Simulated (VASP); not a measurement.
# Pt (Cmce) in VASP: relaxation of cell and atoms with PBEsol

Aim: the relaxation of cell and atoms of Pt with PBEsol.

Everything below comes from runs of VASP 6.6.1. Logs are shortened: lines on timing, memory, paths and dates and some standing lists are left out, and cuts for length are marked.

**1. The cell of the first run**

The structure is orthorhombic, space group Cmce (No. 64). The conventional cell has a = 3.159 Å, b = 10.020 Å, c = 4.180 Å, α = 90.00°, β = 90.00°, γ = 90.00°. Within 2.7 Å of Pt (site symmetry m) lie 3 Pt at 2.07 to 2.10 Å.

**2. Relaxation of cell and atoms, PBEsol**

INCAR reads:

```
SYSTEM = Pt
PREC     = Accurate       ! precision mode
ENCUT    = 500            ! plane-wave cutoff, eV
EDIFF    = 1E-7           ! SCF threshold, eV
ISMEAR   = 0              ! smearing method
SIGMA    = 0.1            ! smearing width, eV
LREAL    = .FALSE.        ! projectors in reciprocal space
LASPH    = .TRUE.         ! aspherical terms in the spheres
NELM     = 120            ! most SCF steps
ALGO     = Normal         ! electronic algorithm
ISIF     = 3              ! what is computed and relaxed
LWAVE    = .FALSE.        ! write WAVECAR
LCHARG   = .FALSE.        ! write CHGCAR
GGA      = PS             ! functional
IBRION   = 2              ! ionic algorithm
NSW      = 90             ! ionic steps
EDIFFG   = -0.04          ! ionic threshold
GGA_COMPAT= .FALSE.      
NELMIN   = 4            
KPAR     = 8
```

KPOINTS reads:

```
Automatic mesh
0
G
  6 6 4
  0 0 0
```

POSCAR reads:

```
Pt
1.0
    1.5794096832     -5.0102119859      0.0000000000
    1.5794096832      5.0102119859      0.0000000000
    0.0000000000      0.0000000000      4.1799482854
Pt
4
Direct
    0.0980000000      0.9020000000      0.9100000000
    0.5980000000      0.4020000000      0.5900000000
    0.9020000000      0.0980000000      0.0900000000
    0.4020000000      0.5980000000      0.4100000000
```

Potentials or basis: VASP PAW PBE potentials, release 64 (Pt).

Launch:

```
> cat potpaw_PBE.64/Pt/POTCAR > POTCAR
> mpirun -np 8 vasp_std > vasp.out
```

OUTCAR:

```text
SYSTEM = Pt
   PREC = Accurate
   ENCUT = 500
   EDIFF = 1E-7
   ISMEAR = 0
   LREAL = .FALSE.
   LASPH = .TRUE.
   NELM = 120
   ISIF = 3
   GGA = PS
   IBRION = 2
   NSW = 90
   EDIFFG = -0.04
   NELMIN = 4

 ion  position               nearest neighbor table
   1  0.098  0.902  0.910-   2 2.07   2 2.07   3 2.10   2 3.25   2 3.25   4 3.27   4 3.27   4 3.27
                             4 3.27
   2  0.598  0.402  0.590-   1 2.07   1 2.07   4 2.10   1 3.25   1 3.25   3 3.27   3 3.27   3 3.27
                             3 3.27
   3  0.902  0.098  0.090-   4 2.07   4 2.07   1 2.10   4 3.25   4 3.25   2 3.27   2 3.27   2 3.27
                             2 3.27
   4  0.402  0.598  0.410-   3 2.07   3 2.07   2 2.10   3 3.25   3 3.25   1 3.27   1 3.27   1 3.27
                             1 3.27

  LATTYP: Found a base centered orthorhombic cell.
 ALAT       =     3.1588193664
 B/A-ratio  =     3.1722054380
 C/A-ratio  =     1.3232628399

  Lattice vectors:

 A1 = (   1.5794096832,  -5.0102119859,   0.0000000000)
 A2 = (   1.5794096832,   5.0102119859,   0.0000000000)
 A3 = (   0.0000000000,   0.0000000000,   4.1799482854)

Analysis of symmetry for initial positions (statically):
=====================================================================
 Subroutine PRICEL returns:
 Original cell was already a primitive cell.

 Routine SETGRP: Setting up the symmetry group for a
 base centered orthorhombic supercell.

 Subroutine GETGRP returns: Found  8 space group operations
 (whereof  4 operations were pure point group operations)
 out of a pool of  8 trial point group operations.

The static configuration has the point symmetry C_2h.
 The point group associated with its full space group is D_2h.

Analysis of symmetry for dynamics (positions and initial velocities):
=====================================================================
 Subroutine PRICEL returns:
 Original cell was already a primitive cell.

 Routine SETGRP: Setting up the symmetry group for a
 base centered orthorhombic supercell.

 Subroutine GETGRP returns: Found  8 space group operations
 (whereof  4 operations were pure point group operations)
 out of a pool of  8 trial point group operations.

The dynamic configuration has the point symmetry C_2h.
 The point group associated with its full space group is D_2h.

 Subroutine INISYM returns: Found  8 space group operations
 (whereof  4 operations are pure point group operations),
 and found     1 'primitive' translations

----------------------------------------------------------------------------------------

                                     Primitive cell

[... 91 lines left out ...]
   LASPH  =      T    aspherical Exc in radial PAW
   ENCUT  =  500.0 eV  36.75 Ry    6.06 a.u.   9.58  9.58  7.62*2*pi/ulx,y,z
   NELM   =    120;   NELMIN=  4; NELMDL= -5     # of ELM steps
   EDIFF  = 0.1E-06   stopping-criterion for ELM
   LREAL  =      F    real-space projection
   EDIFFG = -.4E-01   stopping-criterion for IOM
   NSW    =     90    number of steps for IOM
   IBRION =      2    ionic relax: 0-MD 1-quasi-New 2-CG
   NFREE  =      1    steps in history (QN), initial steepest desc. (CG)
   ISIF   =      3    stress and relaxation
   ISYM   =      2    0-nonsym 1-usesym 2-fastsym
   POTIM  = 0.5000    time-step for ionic-motion
   TEBEG  =    0.0;   TEEND  =   0.0 temperature during run
   PSTRESS=    0.0 pullay stress
   NELECT =      40.0000    total number of electrons
   NUPDOWN=      -1.0000    fix difference up-down
   EMIN   =  10.00;   EMAX   =-10.00  energy-range for DOS
   EFERMI =   0.00;   METHOD = LEGACY
   ISMEAR =     0;   SIGMA  =   0.10  broadening in eV -4-tet -1-fermi 0-gaus
   EFERMI_NEDOS =   21; number of points for ismear=-14 and -15
   IALGO  =     38    algorithm
   IMIX   =      4    mixing-type and parameters
     AMIX     =   0.40;   BMIX     =  1.00
     AMIX_MAG =   1.60;   BMIX_MAG =  1.00
  volume/ion in A,a.u.               =      16.54       111.61
  Fermi-wavevector in a.u.,A,eV,Ry     =   1.384345  2.616032 26.074343  1.916410
  Thomas-Fermi vector in A             =   2.508858
   LORBIT       =      0    0 simple, 1 ext, 2 COOP (PROOUT), +10 PAW based schemes
   GGA     = PS    functional components
   LHFCALC =     F    Hartree Fock is set to
   AEXX    =    0.0000 exact exchange contribution
   IVDW    =     0    specifies the selected vdW correction
   LEPSILON=     F    determine dielectric tensor
   LRPA    =     F    only Hartree local field effects (RPA)
 conjugate gradient relaxation of ions
 non-spin polarized calculation
 Gauss-broadening in eV      SIGMA  =   0.10
  energy-cutoff  :      500.00
  volume of cell :       66.15
 maximum number of plane-waves:      1693
 NGX is ok and might be reduce to    40
   NGX = 19   NGY = 19   NGZ = 15

--------------------------------------- Ionic step        1  -------------------------------------------

 number of electron      39.9999994 magnetization

 Free energy of the ion-electron system (eV)
  ---------------------------------------------------
  ext. energy  EPLUGINS =         0.00000000
  ---------------------------------------------------
  free energy    TOTEN  =       -10.61414717 eV

  energy without entropy =      -10.59325757  energy(sigma->0) =      -10.60370237

------------------------ aborting loop because EDIFF is reached ----------------------------------------

  FORCE on cell =-STRESS in cart. coord.  units (eV):
  Direction    XX          YY          ZZ          XY          YZ          ZX
  --------------------------------------------------------------------------------------
  -------------------------------------------------------------------------------------
  Total       70.4371529     40.5577116     52.1332648      0.0000000      0.0000000      0.0000000
  in kB     1705.9275126    982.2730369   1262.6230201      0.0000000      0.0000000      0.0000000
  external PRESSURE =    1316.9411899 kB  Pullay stress =       0.0000000 kB
[... 2724 lines left out ...]
     23      12.2105      0.00000
     24      12.8164      0.00000

 [... further k-points ...]

[... ionic steps 4 to 26 ...]

--------------------------------------- Ionic step       27  -------------------------------------------

 number of electron      40.0000002 magnetization

------------------------ aborting loop because EDIFF is reached ----------------------------------------
[... 71 lines left out ...]
--------------------------------------- Ionic step       29  -------------------------------------------

 number of electron      40.0000002 magnetization

 Free energy of the ion-electron system (eV)
  ---------------------------------------------------
  ext. energy  EPLUGINS =         0.00000000
  ---------------------------------------------------
  free energy    TOTEN  =       -27.63326264 eV

  energy without entropy =      -27.61502629  energy(sigma->0) =      -27.62414447

 E-fermi :  10.5243     XC(G=0): -13.3741

 val. band max:       10.5078685821   @ k =   0.5000   0.5000   0.2500
 cond. band min:      10.5274688123   @ k =  -0.3333   0.1667   0.0000
 fundamental gap:      0.0196002302
 Fermi energy:        10.5243301367
[... 679 lines left out ...]
  FREE ENERGIE OF THE ION-ELECTRON SYSTEM (eV)
  ---------------------------------------------------
  free  energy   TOTEN  =       -27.6332626415 eV

  energy  without entropy=      -27.6150262890  energy(sigma->0) =      -27.62414447

 reached required accuracy - stopping structural energy minimisation
```

CONTCAR:

```text
Pt
   1.00000000000000
     1.3479816306843861   -4.9468244726972372    0.0000000000000000
     1.3479816306843861    4.9468244726972372   -0.0000000000000000
     0.0000000000000000    0.0000000000000000    4.6843008272942708
  Pt
     4
Direct
     0.1306097515114031    0.8693902484885968    0.9997998302332006
     0.6306097515114032    0.3693902484885969    0.5002001697667996
     0.8693902484885968    0.1306097515114031    0.0002001697667996
     0.3693902484885969    0.6306097515114032    0.4997998302332005

  0.00000000E+00  0.00000000E+00  0.00000000E+00
  0.00000000E+00  0.00000000E+00  0.00000000E+00
  0.00000000E+00  0.00000000E+00  0.00000000E+00
  0.00000000E+00  0.00000000E+00  0.00000000E+00
```

Wall time 4.3 min (8 MPI ranks of Intel Xeon Platinum 8488C (Sapphire Rapids), shared host); peak memory 0.26 GiB.

Results:

```
Free energy                           : -27.6333 eV
Relaxed volume                        : 15.62 Å³/atom
Relaxed cell                          : a = 5.127 Å, b = 5.127 Å, c = 4.684 Å, α = 90.00°, β = 90.00°, γ = 149.51°
Space group after relaxing (to 0.1 Å) : Fmmm (No. 69)
Pressure after relaxing               : -0.2 GPa
Largest force after relaxing          : 0.031 eV/Å
```

Forces on the atoms (eV/Å):
```
Pt   0.000 -0.019  0.025
Pt   0.000 -0.019 -0.025
Pt   0.000  0.019 -0.025
Pt   0.000  0.019  0.025
```

Stress tensor (GPa, compression positive):
```
-0.38  0.00  0.00
 0.00 -0.33  0.00
 0.00  0.00 -0.01
```

Final structure:
```yaml
crystal:
  lattice:
    - [1.34798, -4.94682, 0.00000]
    - [1.34798, 4.94682, 0.00000]
    - [0.00000, 0.00000, 4.68430]
  atoms:
    - { symbol: Pt, position: [0.13061, 0.86939, 0.99980] }
    - { symbol: Pt, position: [0.63061, 0.36939, 0.50020] }
    - { symbol: Pt, position: [0.86939, 0.13061, 0.00020] }
    - { symbol: Pt, position: [0.36939, 0.63061, 0.49980] }
```

Levels at points of the mesh, in eV from the Fermi level:
| k point | band 17 | band 18 | band 19 | band 20 | band 21 | band 22 | band 23 | band 24 |
| --- | --- | --- | --- | --- | --- | --- | --- | --- |
| (0.00, 0.00, 0.00) | -1.22 | -0.88 | -0.66 | -0.14 | 0.47 | 0.58 | 0.99 | 4.49 |
| (0.50, 0.00, 0.00) | -1.40 | -1.40 | 0.07 | 0.07 | 2.48 | 2.48 | 4.61 | 4.61 |
| (0.50, 0.50, 0.00) | -1.25 | -0.77 | -0.15 | 0.32 | 0.37 | 0.68 | 2.74 | 3.40 |
| (0.00, 0.00, 0.50) | -1.68 | -1.68 | -1.17 | -1.17 | -1.12 | -1.12 | 3.10 | 3.10 |
| (0.50, 0.00, 0.50) | 0.48 | 0.48 | 0.58 | 0.58 | 2.10 | 2.10 | 3.09 | 3.09 |
| (0.50, 0.50, 0.50) | -1.56 | -1.56 | -1.46 | -1.46 | -1.45 | -1.45 | 0.08 | 0.08 |

Caveat: the k points lie up to 0.40 Å⁻¹ apart in the final cell; the highest band is partly filled, so the run has too few bands; the PAW data sets were made with another functional, which shifts forces and pressure a little; spin-orbit coupling is left out, which moves the levels of the heavy elements.
